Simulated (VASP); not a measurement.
# Ta5Ti3 (Amm2) in VASP: single point with r2SCAN

Aim: the single point of Ta5Ti3 with r2SCAN.

Everything below comes from runs of VASP 6.6.1. Logs are shortened: lines on timing, memory, paths and dates and some standing lists are left out, and cuts for length are marked.

### 1 The cell of the first run

Symmetry: Amm2, No. 38, orthorhombic system. The conventional cell has a = 18.283 Å, b = 3.309 Å, c = 4.743 Å, α = 90.00°, β = 90.00°, γ = 90.00°. Within 3.7 Å of Ti (site symmetry mm2) lie 14 Ti at 2.81 to 3.63 Å. Within 3.7 Å of Ti (site symmetry m) lie 10 Ti at 2.81 to 3.63 Å and 4 Ta at 2.82 to 3.58 Å. Ta (site symmetry m) has 4 Ti at 2.82 to 3.58 Å and 10 Ta at 2.87 to 3.33 Å within 3.7 Å. Within 3.8 Å of Ta (site symmetry m) lie 14 Ta at 2.87 to 3.34 Å. Within 3.8 Å of Ta (site symmetry mm2) lie 14 Ta at 2.87 to 3.34 Å.

### 2 Single point, r2SCAN

POSCAR

```
Ta5Ti3
1.0
   18.2826065736      0.0000000000      0.0000000000
    0.0000000000      1.6546718419      2.3713010670
    0.0000000000     -1.6546718419      2.3713010670
Ti Ta
3 5
Direct
    0.0000000000      0.0365762121      0.0365762121
    0.1215132899      0.4310855132      0.4310855132
    0.8784867101      0.4310855132      0.4310855132
    0.2440773879      0.0201837608      0.0201837608
    0.7559226121      0.0201837608      0.0201837608
    0.6279441785      0.5197522073      0.5197522073
    0.5000000000      0.0231026969      0.0231026969
    0.3720558215      0.5197522073      0.5197522073
```

INCAR.step1

```
  PREC = Accurate
  ENCUT = 520
  ISMEAR = 0
  SIGMA = 0.1
  LREAL = F
  LASPH = T
  NELM = 80
  NBANDS = 56
  GGA = PE
  ALGO = Normal
  EDIFF = 1E-4
  LWAVE = T
  LCHARG = F
```

INCAR.step2

```
  PREC = Accurate
  ENCUT = 520
  EDIFF = 1E-7
  ISMEAR = 0
  SIGMA = 0.1
  LREAL = F
  LASPH = T
  NELM = 80
  ALGO = Normal
  ISIF = 2
  LWAVE = F
  LCHARG = T
  METAGGA = R2SCAN
  LMIXTAU = T
  LELF = T
  LVHAR = T
  NBANDS = 56
  ISTART = 1
```

KPOINTS

```
regular mesh
0
Gamma
  2 12 12
```

Potentials or basis: VASP PAW PBE potentials, release 64 (Ti_sv, Ta_pv).

Command:

```sh
$ cat potpaw_PBE.64/Ti_sv/POTCAR potpaw_PBE.64/Ta_pv/POTCAR > POTCAR
$ cp INCAR.step1 INCAR
$ mpirun -np 1 vasp_std > vasp.out
$ cp INCAR.step2 INCAR
$ mpirun -np 1 vasp_std > vasp.out
```

OUTCAR:

```text
PREC = Accurate
   ENCUT = 520
   EDIFF = 1E-7
   ISMEAR = 0
   LREAL = F
   LASPH = T
   NELM = 80
   ISIF = 2
   METAGGA = R2SCAN
   ISTART = 1

 ion  position               nearest neighbor table
   1  0.000  0.037  0.037-   2 2.81   3 2.81   2 2.81   3 2.81   2 2.90   3 2.90
   2  0.122  0.431  0.431-   1 2.81   1 2.81   4 2.82   4 2.82   1 2.90   4 2.97
   3  0.878  0.431  0.431-   1 2.81   1 2.81   5 2.82   5 2.82   1 2.90   5 2.97
   4  0.244  0.020  0.020-   2 2.82   2 2.82   8 2.87   8 2.87   2 2.97   8 3.33   8 3.33
   5  0.756  0.020  0.020-   3 2.82   3 2.82   6 2.87   6 2.87   3 2.97   6 3.33   6 3.33
   6  0.628  0.520  0.520-   7 2.87   7 2.87   5 2.87   5 2.87   7 3.32   5 3.33   5 3.33   7 3.34

   7  0.500  0.023  0.023-   6 2.87   8 2.87   6 2.87   8 2.87   6 3.32   8 3.32   6 3.34   8 3.34

   8  0.372  0.520  0.520-   7 2.87   7 2.87   4 2.87   4 2.87   7 3.32   4 3.33   4 3.33   7 3.34

  LATTYP: Found a base centered orthorhombic cell.
 ALAT       =     3.3093436838
 B/A-ratio  =     1.4330944704
 C/A-ratio  =     5.5245415165

  Lattice vectors:

 A1 = (   0.0000000000,   1.6546718419,  -2.3713010670)
 A2 = (   0.0000000000,   1.6546718419,   2.3713010670)
 A3 = (  18.2826065736,   0.0000000000,   0.0000000000)

Analysis of symmetry for initial positions (statically):
=====================================================================
 Subroutine PRICEL returns:
 Original cell was already a primitive cell.

 Routine SETGRP: Setting up the symmetry group for a
 base centered orthorhombic supercell.

 Subroutine GETGRP returns: Found  4 space group operations
 (whereof  4 operations were pure point group operations)
 out of a pool of  8 trial point group operations.

The static configuration has the point symmetry C_2v.

Analysis of symmetry for dynamics (positions and initial velocities):
=====================================================================
 Subroutine PRICEL returns:
 Original cell was already a primitive cell.

 Routine SETGRP: Setting up the symmetry group for a
 base centered orthorhombic supercell.

 Subroutine GETGRP returns: Found  4 space group operations
 (whereof  4 operations were pure point group operations)
 out of a pool of  8 trial point group operations.

The dynamic configuration has the point symmetry C_2v.

 Subroutine INISYM returns: Found  4 space group operations
 (whereof  4 operations are pure point group operations),
 and found     1 'primitive' translations

----------------------------------------------------------------------------------------

                                     Primitive cell

  volume of cell :     143.4718

  direct lattice vectors                    reciprocal lattice vectors
    18.282606574  0.000000000  0.000000000     0.054696796  0.000000000  0.000000000
     0.000000000  1.654671842  2.371301067     0.000000000  0.302174720  0.210854711
     0.000000000 -1.654671842  2.371301067     0.000000000 -0.302174720  0.210854711

  length of vectors
    18.282606574  2.891540706  2.891540706     0.054696796  0.368468818  0.368468818

  position of ions in fractional coordinates (direct lattice)
     0.000000000  0.036576212  0.036576212
     0.121513290  0.431085513  0.431085513
     0.878486710  0.431085513  0.431085513
     0.244077388  0.020183761  0.020183761
     0.755922612  0.020183761  0.020183761
     0.627944179  0.519752207  0.519752207
     0.500000000  0.023102697  0.023102697
     0.372055821  0.519752207  0.519752207

  ion indices of the primitive-cell ions
   primitive index   ion index
                 1           1
                 2           2
                 3           3
                 4           4
                 5           5
                 6           6
                 7           7
                 8           8

----------------------------------------------------------------------------------------

 KPOINTS: regular mesh

Automatic generation of k-mesh.
 Grid dimensions read from file:
 generate k-points for:    2   12   12

 Generating k-lattice:

  Cartesian coordinates                     Fractional coordinates (reciprocal lattice)
     0.027348398  0.000000000  0.000000000     0.500000000  0.000000000  0.000000000
     0.000000000  0.025181227  0.017571226     0.000000000  0.083333333  0.000000000
     0.000000000 -0.025181227  0.017571226     0.000000000  0.000000000  0.083333333

  Length of vectors
     0.027348398  0.030705735  0.030705735

  Shift w.r.t. Gamma in fractional coordinates (k-lattice)
     0.000000000  0.000000000  0.000000000

 Subroutine IBZKPT returns following result:
 ===========================================

 Found     86 irreducible k-points:

 Following reciprocal coordinates:
            Coordinates               Weight
  0.000000  0.000000  0.000000      1.000000
  0.500000  0.000000  0.000000      1.000000
  0.000000  0.083333  0.000000      4.000000
  0.500000  0.083333  0.000000      4.000000
  0.000000  0.166667  0.000000      4.000000
  0.500000  0.166667  0.000000      4.000000
[... 16 lines left out ...]
  0.000000  0.416667  0.083333      4.000000
  0.500000  0.416667  0.083333      4.000000
 [... further k-points ...]
   k-points           NKPTS =     86   k-points in BZ     NKDIM =     86   number of bands    NBANDS=     56
   number of dos      NEDOS =    301   number of ions     NIONS =      8
   total plane-waves  NPLWV =  80640
   dimension x,y,z NGX =   140 NGY =   24 NGZ =   24
   dimension x,y,z NGXF=   280 NGYF=   48 NGZF=   48
   ions per type =               3   5
   NGX,Y,Z   is equivalent  to a cutoff of  12.73, 13.80, 13.80 a.u.
   NGXF,Y,Z  is equivalent  to a cutoff of  25.46, 27.60, 27.60 a.u.
 SYSTEM =  unknown system
   PREC   = accura    normal or accurate (medium, high low for compatibility)
   ISTART =      1    job   : 0-new  1-cont  2-samecut
   ICHARG =      0    charge: 1-file 2-atom 10-const
   ISPIN  =      1    spin polarized calculation?
   LNONCOLLINEAR =      F non collinear calculations
   LSORBIT =      F    spin-orbit coupling
   LASPH  =      T    aspherical Exc in radial PAW
   ENCUT  =  520.0 eV  38.22 Ry    6.18 a.u.  33.99  5.38  5.38*2*pi/ulx,y,z
   NELM   =     80;   NELMIN=  2; NELMDL=  0     # of ELM steps
   EDIFF  = 0.1E-06   stopping-criterion for ELM
   LREAL  =      F    real-space projection
   EDIFFG = 0.1E-05   stopping-criterion for IOM
   NSW    =      0    number of steps for IOM
   IBRION =     -1    ionic relax: 0-MD 1-quasi-New 2-CG
   NFREE  =      0    steps in history (QN), initial steepest desc. (CG)
   ISIF   =      2    stress and relaxation
   ISYM   =      2    0-nonsym 1-usesym 2-fastsym
   POTIM  = 0.5000    time-step for ionic-motion
   TEBEG  =    0.0;   TEEND  =   0.0 temperature during run
   PSTRESS=    0.0 pullay stress
   NELECT =      91.0000    total number of electrons
   NUPDOWN=      -1.0000    fix difference up-down
   EMIN   =  10.00;   EMAX   =-10.00  energy-range for DOS
   EFERMI =   0.00;   METHOD = LEGACY
   ISMEAR =     0;   SIGMA  =   0.10  broadening in eV -4-tet -1-fermi 0-gaus
   EFERMI_NEDOS =   21; number of points for ismear=-14 and -15
   IALGO  =     38    algorithm
   IMIX   =      4    mixing-type and parameters
     AMIX     =   0.40;   BMIX     =  1.00
     AMIX_MAG =   1.60;   BMIX_MAG =  1.00
  volume/ion in A,a.u.               =      17.93       121.02
  Fermi-wavevector in a.u.,A,eV,Ry     =   1.406586  2.658063 26.918925  1.978485
  Thomas-Fermi vector in A             =   2.528932
   LORBIT       =      0    0 simple, 1 ext, 2 COOP (PROOUT), +10 PAW based schemes
   METAGGA = R2SCAN    functional components
   LHFCALC =     F    Hartree Fock is set to
   AEXX    =    0.0000 exact exchange contribution
   IVDW    =     0    specifies the selected vdW correction
   LEPSILON=     F    determine dielectric tensor
   LRPA    =     F    only Hartree local field effects (RPA)
 non-spin polarized calculation
 Gauss-broadening in eV      SIGMA  =   0.10
  energy-cutoff  :      520.00
  volume of cell :      143.47
 maximum number of plane-waves:      3898
 NGX is ok and might be reduce to   140
   NGX = 67   NGY = 11   NGZ = 11

 number of electron      90.9999987 magnetization

 Free energy of the ion-electron system (eV)
  ---------------------------------------------------
  ext. energy  EPLUGINS =         0.00000000
  ---------------------------------------------------
  free energy    TOTEN  =      -281.51344902 eV

  energy without entropy =     -281.46418166  energy(sigma->0) =     -281.48881534

 E-fermi :   6.2926     XC(G=0): -13.2190

 val. band max:        6.2911519615   @ k =   0.5000   0.2500   0.2500
 cond. band min:       6.2940437106   @ k =   0.5000   0.4167   0.4167
 fundamental gap:      0.0028917490
 Fermi energy:         6.2925998602

 k-point     1 :       0.0000    0.0000    0.0000
  band No.  band energies     occupation
      1     -52.6577      2.00000
      2     -52.6041      2.00000
      3     -52.5391      2.00000
      4     -29.1335      2.00000
      5     -29.0006      2.00000
      6     -28.7260      2.00000
[... 48 lines left out ...]
     55       8.2547      0.00000
     56       8.2742      0.00000

 k-point     2 :       0.5000    0.0000    0.0000
  band No.  band energies     occupation
      1     -52.6577      2.00000
      2     -52.6041      2.00000
      3     -52.5391      2.00000
      4     -29.1330      2.00000
      5     -29.0024      2.00000
      6     -28.7219      2.00000
[... 48 lines left out ...]
     55       8.2711      0.00000
     56       8.4816      0.00000

 k-point     3 :       0.0000    0.0833    0.0000
  band No.  band energies     occupation
      1     -52.6523      2.00000
      2     -52.6005      2.00000
      3     -52.5374      2.00000
      4     -29.1119      2.00000
      5     -28.9904      2.00000
      6     -28.7358      2.00000
[... 1172 lines left out ...]
 k-point    23 :       0.0000    0.4167    0.0833
  band No.  band energies     occupation
      1     -52.5735      2.00000
      2     -52.5524      2.00000
      3     -52.5205      2.00000
      4     -29.0729      2.00000
      5     -29.0654      2.00000
      6     -29.0159      2.00000
[... 48 lines left out ...]
     55       9.1770      0.00000
     56       9.6132      0.00000

 k-point    24 :       0.5000    0.4167    0.0833
  band No.  band energies     occupation
      1     -52.5735      2.00000
      2     -52.5524      2.00000
      3     -52.5205      2.00000
      4     -29.0730      2.00000
      5     -29.0656      2.00000
      6     -29.0157      2.00000
[... 48 lines left out ...]
     55       9.2285      0.00000
     56       9.5415      0.00000

 [... further k-points ...]

------------------------ aborting loop because EDIFF is reached ----------------------------------------

  FORCE on cell =-STRESS in cart. coord.  units (eV):
  Direction    XX          YY          ZZ          XY          YZ          ZX
  --------------------------------------------------------------------------------------
  -------------------------------------------------------------------------------------
  Total       -1.3537159     -1.2484101     -0.8196860      0.0000000      0.0000000      0.0000000
  in kB      -15.1172030    -13.9412323     -9.1535891      0.0000000      0.0000000      0.0000000
  external PRESSURE =     -12.7373415 kB  Pullay stress =       0.0000000 kB

 VOLUME and BASIS-vectors are now :
 -----------------------------------------------------------------------------
  energy-cutoff  :      520.00
  volume of cell :      143.47
      direct lattice vectors                 reciprocal lattice vectors
    18.282606574  0.000000000  0.000000000     0.054696796  0.000000000  0.000000000
     0.000000000  1.654671842  2.371301067     0.000000000  0.302174720  0.210854711
     0.000000000 -1.654671842  2.371301067     0.000000000 -0.302174720  0.210854711

 POSITION                                       TOTAL-FORCE (eV/Angst)
 -----------------------------------------------------------------------------------
      0.00000      0.00000      0.17347         0.000000      0.000000     -0.022663
      2.22158      0.00000      2.04447         0.061251      0.000000     -0.016061
     16.06103      0.00000      2.04447        -0.061251      0.000000     -0.016061
      4.46237      0.00000      0.09572         0.021793      0.000000      0.024510
     13.82024      0.00000      0.09572        -0.021793      0.000000      0.024510
     11.48046      0.00000      2.46498        -0.009077      0.000000      0.006375
      9.14130      0.00000      0.10957         0.000000      0.000000     -0.006985
      6.80215      0.00000      2.46498         0.009077      0.000000      0.006375
 -----------------------------------------------------------------------------------
    total drift:                                0.000000     -0.000000     -0.000544

  FREE ENERGIE OF THE ION-ELECTRON SYSTEM (eV)
  ---------------------------------------------------
  free  energy   TOTEN  =      -281.5134490188 eV

  energy  without entropy=     -281.4641816634  energy(sigma->0) =     -281.48881534
```

Wall time 1.5 h (1 thread of Oxide Virtual Turin-like, shared host); peak memory 0.63 GiB.

What came out:

| Item | Value |
| --- | --- |
| Free energy | -281.5134 eV |
| Pressure | -1.3 GPa |
| Largest force | 0.063 eV/Å |
| Band gap on the k mesh | zero (an odd number of electrons rules out a gap without spin polarisation) |

Forces in eV/Å, atoms in the order of the input:
```
Ti   0.000  0.000 -0.023
Ti   0.061  0.000 -0.016
Ti  -0.061  0.000 -0.016
Ta   0.022  0.000  0.025
Ta  -0.022  0.000  0.025
Ta  -0.009  0.000  0.006
Ta   0.000  0.000 -0.007
Ta   0.009  0.000  0.006
```

Caveat: the PAW data sets were made with another functional, which shifts forces and pressure a little; spin-orbit coupling is left out, which moves the levels of the heavy elements.
